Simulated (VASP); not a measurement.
Here is a VASP 6.6.1 calculation.

The input INCAR:

```
PREC = Accurate
ENCUT = 600
EDIFF = 1E-6
ISMEAR = -1
SIGMA = 0.05
LREAL = False
LASPH = True
NELM = 60
ALGO = Fast
ISIF = 3
LWAVE = False
LCHARG = False
GGA = PS
IVDW = 13
IBRION = 2
NSW = 60
EDIFFG = -0.01
```

KPOINTS

```
regular mesh
0
Gamma
  10 10 10
```

POSCAR

```
Sn
1.0
   -1.8946518192      1.8946518192      1.8946518192
    1.8946518192     -1.8946518192      1.8946518192
    1.8946518192      1.8946518192     -1.8946518192
Sn
1
Direct
    0.0000000000      0.0000000000      0.0000000000
```

Potentials or basis: VASP PAW PBE potentials, release 64 (Sn_d).

Launch:

```bash
$ cat potpaw_PBE.64/Sn_d/POTCAR > POTCAR
$ mpirun -np 1 vasp_std > vasp.out
```

Question: What does it give for the relaxed cell?

Answer: a = 3.200 Å, b = 3.200 Å, c = 3.200 Å, α = 109.47°, β = 109.47°, γ = 109.47°.

Question: Estimate the space group after relaxing (to 0.05 Å).

Answer: Im-3m (No. 229).

Question: Predict the band gap on the k mesh.

Answer: Zero (band 7 reaches 17.52 eV, above the bottom of band 8 at 6.34 eV).

Question: Predict the dispersion energy per atom.

Answer: -0.265 eV.

Step by step:
| step | energy change (eV) | largest force (eV/Å) | pressure (GPa) | volume (Å³) |
| --- | --- | --- | --- | --- |
| 1 | 0.0000 | 0.0000 | -3.55 | 27.20 |
| 2 | -0.0230 | 0.0000 | 0.82 | 24.90 |
| 3 | -0.0239 | 0.0000 | 0.03 | 25.23 |

Caveat: the PAW data sets were made with another functional, which shifts forces and pressure a little; spin-orbit coupling is left out, which moves the levels of the heavy elements; pairwise dispersion overbinds metals, which lowers pressure and volume.
